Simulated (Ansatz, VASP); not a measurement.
## One calculation of SiNi3, two programs

```
Ni Si
1.0
     3.46969    0.00000    0.00000
     0.00000    3.46969    0.00000
     0.00000    0.00000    3.46969
Ni Si
3 1
Direct
  0.50000 0.50000 0.00000
  0.50000 0.00000 0.50000
  0.00000 0.50000 0.50000
  0.00000 0.00000 0.00000
```

Change from the starting cell: volume scaled by 0.94.

Alike in both runs: task single point; functional PBE; k mesh 8 × 8 × 8; occupations fermi-dirac, width 0.05 eV; collinear spin.

|  | VASP | Ansatz |
| --- | --- | --- |
| version | VASP 6.6.1 | Ansatz 0.2.0 |
| potentials or method | VASP PAW PBE potentials, release 64 (Ni, Si), cutoff 520 eV | all-electron LAPW, scalar-relativistic |

```csv
,VASP,Ansatz,Ansatz less VASP
gap on the k mesh at the Fermi level (eV),none,none,-
pressure (GPa),7.2,7.2,+0.03
net moment per atom (μB),0.00,0.00,0.000
```

A gap of «none» marks a metal or a gap that the smearing closes. Ansatz ran all-electron here, and VASP with PAW potentials.
